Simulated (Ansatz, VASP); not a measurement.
# Rb: VASP beside Ansatz

```
CELL_PARAMETERS angstrom
4.62743 0.00000 0.00000
0.00000 4.62305 0.00000
0.00000 0.00000 4.61525
ATOMIC_POSITIONS crystal
Rb 0.00000 0.50000 0.00000
```

Alike in both runs: task single point; functional PBEsol; k mesh 12 × 12 × 12; occupations gaussian, width 0.1 eV; no spin polarisation.

|  | VASP | Ansatz |
| --- | --- | --- |
| version | VASP 6.6.1 | Ansatz 0.2.0 |
| potentials or method | VASP PAW PBE potentials, release 64 (Rb_sv), cutoff 520 eV | scalar-relativistic, plane waves, PAW |
| valence electrons in the cell | 9 | 9 |

|  | VASP | Ansatz | Ansatz less VASP |
| --- | --- | --- | --- |
| gap on the k mesh at the Fermi level (eV) | none | none | - |
| pressure (GPa) | -0.1 | -0.1 | 0.00 |

VASP's potentials were made for PBE, not for PBEsol. A gap of «none» marks a metal or a gap that the smearing closes. With one functional, cell and mesh, what is left measures potentials, basis and numerics.
